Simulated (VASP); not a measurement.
Runs of VASP 6.6.1 on SiC. The structure is that of space group P6_3mc (No. 186), or close to it. The cells are those of the table. 

```tsv
task	cell	gap on the mesh (eV)	pressure (GPa)	largest force (eV/Å)
single point	a = 3.034, b = 3.034, c = 4.980 Å, angles 90.0, 90.0, 120.0°, 4 atoms	2.08	10.5	0.82
single point	a = 3.136, b = 3.136, c = 5.147 Å, angles 90.0, 90.0, 120.0°, 4 atoms	2.26	-11.0	0.66
single point	a = 3.076, b = 3.049, c = 5.049 Å, angles 89.6, 88.8, 119.1°, 4 atoms	2.14	(b)	0.84
single point	a = 3.076, b = 3.076, c = 5.149 Å, angles 90.0, 90.0, 120.0°, 4 atoms	2.24	-3.1	0.84
single point	a = 3.076, b = 3.076, c = 4.947 Å, angles 90.0, 90.0, 120.0°, 4 atoms	2.09	4.9	0.58
electric field gradients	a = 3.066, b = 3.066, c = 5.031 Å, angles 90.0, 90.0, 120.0°, 4 atoms	2.14	2.9	0.77
single point	a = 3.096, b = 3.096, c = 5.081 Å, angles 90.0, 90.0, 120.0°, 4 atoms	2.20	(a)	0.72
electric field gradients	a = 3.096, b = 3.096, c = 5.081 Å, angles 90.0, 90.0, 120.0°, 4 atoms	2.20	-3.6	0.72
```

Alike in all rows: level PBEsol; potentials or basis VASP PAW PBE potentials, release 64 (Si, C); no spin polarisation; k mesh 15 × 15 × 8; cutoff (eV) 520; smearing fermi-dirac 0.08 eV.

Question: Fill in the values left out.

Answer: (a) -3.7; (b) 0.8.

Caveats: the PAW data sets were made with another functional, which shifts forces and pressure a little; an odd mesh through Γ misses points on the zone boundary, where band edges can lie; the cell stands under tension (at least some runs); the cell stands under pressure (at least some runs).
